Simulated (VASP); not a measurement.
# V (I4/mmm) in VASP: single point with PBE

Aim: the single point of V with PBE.

Everything below comes from runs of VASP 6.6.1. Logs are shortened: lines on timing, memory, paths and dates and some standing lists are left out, and cuts for length are marked.

**1. The cell of the first run**

It takes space group I4/mmm (No. 139, tetragonal). The conventional cell has a = 2.680 Å, b = 2.680 Å, c = 3.904 Å, α = 90.00°, β = 90.00°, γ = 90.00°. Within 3.5 Å of V (site symmetry 4/mmm) lie 12 V at 2.68 to 2.72 Å.

**2. Single point, PBE (strain +0.000 along x and y, +0.030 along z)**

Contents of INCAR:

```
SYSTEM = V
  ALGO = Fast
  EDIFF = 1E-6
  ENCUT = 520
  GGA = PE
  ISIF = 2
  ISMEAR = 0
  LASPH = .TRUE.
  LCHARG = .FALSE.
  LREAL = .FALSE.
  LWAVE = .FALSE.
  NBANDS = 12
  NELM = 80
  PREC = Accurate
  SIGMA = 0.15
```

Contents of KPOINTS:

```
k-points
0
G
  22 22 22
  0 0 0
```

Contents of POSCAR:

```
V
1.0
    0.0000000000      1.8950000000      1.9518500000
    1.8950000000      0.0000000000      1.9518500000
    1.8950000000      1.8950000000      0.0000000000
V
1
Direct
    0.0000000000      0.0000000000      0.0000000000
```

Potentials or basis: VASP PAW PBE potentials, release 64 (V_sv).

Started as:

```console
$ cat potpaw_PBE.64/V_sv/POTCAR > POTCAR
$ mpirun -np 1 vasp_std > vasp.out
```

OUTCAR:

```text
SYSTEM = V
   EDIFF = 1E-6
   ENCUT = 520
   GGA = PE
   ISIF = 2
   ISMEAR = 0
   LASPH = .TRUE.
   LREAL = .FALSE.
   NELM = 80
   PREC = Accurate

 ion  position               nearest neighbor table
   1  0.000  0.000  0.000-

  LATTYP: Found a body centered tetragonal cell.
 ALAT       =     2.6799347007
 C/A-ratio  =     1.4566399692

  Lattice vectors:

 A1 = (  -1.8950000000,   0.0000000000,   1.9518500000)
 A2 = (   1.8950000000,   0.0000000000,   1.9518500000)
 A3 = (   0.0000000000,   1.8950000000,  -1.9518500000)

Analysis of symmetry for initial positions (statically):
=====================================================================
 Subroutine PRICEL returns:
 Original cell was already a primitive cell.

 Routine SETGRP: Setting up the symmetry group for a
 body centered tetragonal supercell.

 Subroutine GETGRP returns: Found 16 space group operations
 (whereof 16 operations were pure point group operations)
 out of a pool of 16 trial point group operations.

The static configuration has the point symmetry D_4h.

Analysis of symmetry for dynamics (positions and initial velocities):
=====================================================================
 Subroutine PRICEL returns:
 Original cell was already a primitive cell.

 Routine SETGRP: Setting up the symmetry group for a
 body centered tetragonal supercell.

 Subroutine GETGRP returns: Found 16 space group operations
 (whereof 16 operations were pure point group operations)
 out of a pool of 16 trial point group operations.

The dynamic configuration has the point symmetry D_4h.

 Subroutine INISYM returns: Found 16 space group operations
 (whereof 16 operations are pure point group operations),
 and found     1 'primitive' translations

----------------------------------------------------------------------------------------

                                     Primitive cell

  volume of cell :      14.0183

  direct lattice vectors                    reciprocal lattice vectors
     0.000000000  1.895000000  1.951850000    -0.263852243  0.263852243  0.256167226
     1.895000000  0.000000000  1.951850000     0.263852243 -0.263852243  0.256167226
     1.895000000  1.895000000  0.000000000     0.263852243  0.263852243 -0.256167226

  length of vectors
     2.720430742  2.720430742  2.679934701     0.452612041  0.452612041  0.452612041

  position of ions in fractional coordinates (direct lattice)
     0.000000000  0.000000000  0.000000000

  ion indices of the primitive-cell ions
   primitive index   ion index
                 1           1

----------------------------------------------------------------------------------------

 KPOINTS: k-points

Automatic generation of k-mesh.
 Grid dimensions read from file:
 generate k-points for:   22   22   22

 Generating k-lattice:

  Cartesian coordinates                     Fractional coordinates (reciprocal lattice)
    -0.011993284  0.011993284  0.011643965     0.045454545  0.000000000  0.000000000
     0.011993284 -0.011993284  0.011643965     0.000000000  0.045454545  0.000000000
     0.011993284  0.011993284 -0.011643965    -0.000000000 -0.000000000  0.045454545

  Length of vectors
     0.020573275  0.020573275  0.020573275

  Shift w.r.t. Gamma in fractional coordinates (k-lattice)
     0.000000000  0.000000000  0.000000000

 Subroutine IBZKPT returns following result:
 ===========================================

 Found    834 irreducible k-points:

 Following reciprocal coordinates:
            Coordinates               Weight
  0.000000  0.000000  0.000000      1.000000
  0.045455 -0.000000  0.000000      8.000000
  0.090909 -0.000000  0.000000      8.000000
  0.136364  0.000000  0.000000      8.000000
  0.181818 -0.000000  0.000000      8.000000
  0.227273 -0.000000  0.000000      8.000000
[... 16 lines left out ...]
  0.500000  0.045455  0.000000      8.000000
 -0.454545  0.045455  0.000000      8.000000
 [... further k-points ...]
   k-points           NKPTS =    834   k-points in BZ     NKDIM =    834   number of bands    NBANDS=     12
   number of dos      NEDOS =    301   number of ions     NIONS =      1
   total plane-waves  NPLWV =   8000
   dimension x,y,z NGX =    20 NGY =   20 NGZ =   20
   dimension x,y,z NGXF=    40 NGYF=   40 NGZF=   40
   ions per type =               1
   NGX,Y,Z   is equivalent  to a cutoff of  12.22, 12.22, 12.41 a.u.
   NGXF,Y,Z  is equivalent  to a cutoff of  24.44, 24.44, 24.81 a.u.
 SYSTEM =  V
   PREC   = accura    normal or accurate (medium, high low for compatibility)
   ISTART =      0    job   : 0-new  1-cont  2-samecut
   ICHARG =      2    charge: 1-file 2-atom 10-const
   ISPIN  =      1    spin polarized calculation?
   LNONCOLLINEAR =      F non collinear calculations
   LSORBIT =      F    spin-orbit coupling
   LASPH  =      T    aspherical Exc in radial PAW
   ENCUT  =  520.0 eV  38.22 Ry    6.18 a.u.   5.06  5.06  4.98*2*pi/ulx,y,z
   NELM   =     80;   NELMIN=  2; NELMDL= -5     # of ELM steps
   EDIFF  = 0.1E-05   stopping-criterion for ELM
   LREAL  =      F    real-space projection
   EDIFFG = 0.1E-04   stopping-criterion for IOM
   NSW    =      0    number of steps for IOM
   IBRION =     -1    ionic relax: 0-MD 1-quasi-New 2-CG
   NFREE  =      0    steps in history (QN), initial steepest desc. (CG)
   ISIF   =      2    stress and relaxation
   ISYM   =      2    0-nonsym 1-usesym 2-fastsym
   POTIM  = 0.5000    time-step for ionic-motion
   TEBEG  =    0.0;   TEEND  =   0.0 temperature during run
   PSTRESS=    0.0 pullay stress
   NELECT =      13.0000    total number of electrons
   NUPDOWN=      -1.0000    fix difference up-down
   EMIN   =  10.00;   EMAX   =-10.00  energy-range for DOS
   EFERMI =   0.00;   METHOD = LEGACY
   ISMEAR =     0;   SIGMA  =   0.15  broadening in eV -4-tet -1-fermi 0-gaus
   EFERMI_NEDOS =   21; number of points for ismear=-14 and -15
   IALGO  =     68    algorithm
   IMIX   =      4    mixing-type and parameters
     AMIX     =   0.40;   BMIX     =  1.00
     AMIX_MAG =   1.60;   BMIX_MAG =  1.00
  volume/ion in A,a.u.               =      14.02        94.60
  Fermi-wavevector in a.u.,A,eV,Ry     =   1.596459  3.016869 34.676897  2.548680
  Thomas-Fermi vector in A             =   2.694218
   LORBIT       =      0    0 simple, 1 ext, 2 COOP (PROOUT), +10 PAW based schemes
   GGA     = PE    functional components
   LHFCALC =     F    Hartree Fock is set to
   AEXX    =    0.0000 exact exchange contribution
   IVDW    =     0    specifies the selected vdW correction
   LEPSILON=     F    determine dielectric tensor
   LRPA    =     F    only Hartree local field effects (RPA)
 non-spin polarized calculation
 RMM-DIIS sequential band-by-band and
 Gauss-broadening in eV      SIGMA  =   0.15
  energy-cutoff  :      520.00
  volume of cell :       14.02
 maximum number of plane-waves:       388
   NGX = 11   NGY = 11   NGZ =  9

 number of electron      13.0000002 magnetization

 Free energy of the ion-electron system (eV)
  ---------------------------------------------------
  ext. energy  EPLUGINS =         0.00000000
  ---------------------------------------------------
  free energy    TOTEN  =        -8.76505406 eV

  energy without entropy =       -8.74504147  energy(sigma->0) =       -8.75504777

 E-fermi :   9.5162     XC(G=0): -12.6919

 val. band max:        9.5154219874   @ k =   0.4091  -0.0000   0.0000
 cond. band min:       9.5163223748   @ k =  -0.3182   0.1818   0.5000
 fundamental gap:      0.0009003874
 Fermi energy:         9.5162029840

 k-point     1 :       0.0000    0.0000    0.0000
  band No.  band energies     occupation
      1     -54.5559      2.00000
      2     -27.9264      2.00000
      3     -27.9229      2.00000
      4     -27.9229      2.00000
      5       2.7236      2.00000
      6       9.5212      0.96210
      7       9.7847      0.01136
      8       9.7847      0.01136
      9      11.2583      0.00000
     10      11.5520      0.00000
     11      27.1176      0.00000
     12      31.6739      0.00000

 k-point     2 :       0.0455   -0.0000    0.0000
  band No.  band energies     occupation
      1     -54.5528      2.00000
      2     -27.9407      2.00000
      3     -27.9275      2.00000
      4     -27.9246      2.00000
      5       2.8001      2.00000
      6       9.5247      0.93638
      7       9.7667      0.01821
      8       9.8116      0.00536
      9      11.2446      0.00000
     10      11.5332      0.00000
     11      27.1644      0.00000
     12      31.3428      0.00000

 k-point     3 :       0.0909   -0.0000    0.0000
  band No.  band energies     occupation
      1     -54.5436      2.00000
      2     -27.9888      2.00000
      3     -27.9347      2.00000
      4     -27.9297      2.00000
      5       3.0258      2.00000
      6       9.4856      1.22724
      7       9.7620      0.02049
      8       9.8860      0.00049
      9      11.2124      0.00000
     10      11.4846      0.00000
     11      27.2490      0.00000
     12      30.1233      0.00000

 k-point     4 :       0.1364    0.0000    0.0000
  band No.  band energies     occupation
      1     -54.5291      2.00000
      2     -28.0643      2.00000
      3     -27.9456      2.00000
      4     -27.9378      2.00000
      5       3.3889      2.00000
      6       9.3531      1.87590
      7       9.8186      0.00436
      8       9.9877      0.00001
      9      11.1908      0.00000
     10      11.4300      0.00000
     11      27.1109      0.00000
     12      28.8826      0.00000

 k-point     5 :       0.1818   -0.0000    0.0000
  band No.  band energies     occupation
      1     -54.5104      2.00000
      2     -28.1606      2.00000
      3     -27.9597      2.00000
      4     -27.9481      2.00000
      5       3.8676      2.00000
      6       9.1800      1.99847
      7       9.8743      0.00073
      8      10.0784      0.00000
      9      11.2263      0.00000
     10      11.4116      0.00000
     11      26.2091      0.00000
     12      28.2869      0.00000
[... 228 lines left out ...]
      1     -54.4148      2.00000
      2     -28.6239      2.00000
      3     -28.0343      2.00000
      4     -28.0081      2.00000
      5       6.1151      2.00000
      6       9.3734      1.82167
      7       9.5927      0.47091
      8       9.8770      0.00067
      9      12.3268      0.00000
     10      12.3528      0.00000
     11      19.8604      0.00000
     12      26.5735      0.00000

 k-point    22 :       0.4545    0.0455    0.0000
  band No.  band energies     occupation
      1     -54.4034      2.00000
      2     -28.6787      2.00000
      3     -28.0451      2.00000
      4     -28.0117      2.00000
      5       6.2450      2.00000
      6       9.3739      1.82036
      7       9.8035      0.00675
      8       9.9333      0.00008
      9      12.4743      0.00000
     10      12.5998      0.00000
     11      18.9221      0.00000
     12      26.3051      0.00000

 k-point    23 :       0.5000    0.0455    0.0000
  band No.  band energies     occupation
      1     -54.3978      2.00000
      2     -28.7052      2.00000
      3     -28.0516      2.00000
      4     -28.0118      2.00000
      5       6.2907      2.00000
      6       9.3603      1.85843
      7       9.7632      0.01989
      8      10.1688      0.00000
      9      12.5063      0.00000
     10      12.7757      0.00000
     11      18.4279      0.00000
     12      26.1693      0.00000

 k-point    24 :      -0.4545    0.0455    0.0000
  band No.  band energies     occupation
      1     -54.3986      2.00000
      2     -28.7017      2.00000
      3     -28.0533      2.00000
      4     -28.0084      2.00000
      5       6.2848      2.00000
      6       9.3831      1.79046
      7       9.7619      0.02055
      8      10.1123      0.00000
      9      12.4397      0.00000
     10      12.8083      0.00000
     11      18.5139      0.00000
     12      26.1772      0.00000

 [... further k-points ...]

------------------------ aborting loop because EDIFF is reached ----------------------------------------

  FORCE on cell =-STRESS in cart. coord.  units (eV):
  Direction    XX          YY          ZZ          XY          YZ          ZX
  --------------------------------------------------------------------------------------
  -------------------------------------------------------------------------------------
  Total       -0.3090260     -0.3090260      0.2777927      0.0000000      0.0000000      0.0000000
  in kB      -35.3191955    -35.3191955     31.7494776      0.0000000      0.0000000      0.0000000
  external PRESSURE =     -12.9629711 kB  Pullay stress =       0.0000000 kB

 VOLUME and BASIS-vectors are now :
 -----------------------------------------------------------------------------
  energy-cutoff  :      520.00
  volume of cell :       14.02
      direct lattice vectors                 reciprocal lattice vectors
     0.000000000  1.895000000  1.951850000    -0.263852243  0.263852243  0.256167226
     1.895000000  0.000000000  1.951850000     0.263852243 -0.263852243  0.256167226
     1.895000000  1.895000000  0.000000000     0.263852243  0.263852243 -0.256167226

 POSITION                                       TOTAL-FORCE (eV/Angst)
 -----------------------------------------------------------------------------------
      0.00000      0.00000      0.00000        -0.000000      0.000000     -0.000000
 -----------------------------------------------------------------------------------
    total drift:                               -0.000000     -0.000000     -0.000000

  FREE ENERGIE OF THE ION-ELECTRON SYSTEM (eV)
  ---------------------------------------------------
  free  energy   TOTEN  =        -8.7650540629 eV

  energy  without entropy=       -8.7450414673  energy(sigma->0) =       -8.75504777
```

Run time: 96 s. Hardware: 1 thread of AMD EPYC 7R13 (Zen 3), shared host; peak memory 0.21 GiB.

What came out:

| Property | Result |
| --- | --- |
| Free energy | -8.7651 eV |
| Pressure | -1.3 GPa |

Stress tensor (GPa, compression positive):
```
-3.53  0.00  0.00
 0.00 -3.53  0.00
 0.00  0.00  3.17
```

Levels at points of the mesh, in eV from the Fermi level:
```
           k point  band 4  band 5  band 6  band 7  band 8  band 9
(0.00, 0.00, 0.00)  -37.44   -6.79    0.00    0.27    0.27    1.74
(0.50, 0.00, 0.00)  -37.52   -3.28   -0.07    0.20    0.78    2.99
(0.50, 0.50, 0.00)  -37.69   -3.40   -2.53    2.94    3.04    3.33
(0.50, 0.00, 0.50)  -37.71   -3.40   -2.58    3.01    3.24    3.43
```

Caveat: the cell differs from its parent crystal (strain +0.000 along x and y, +0.030 along z).
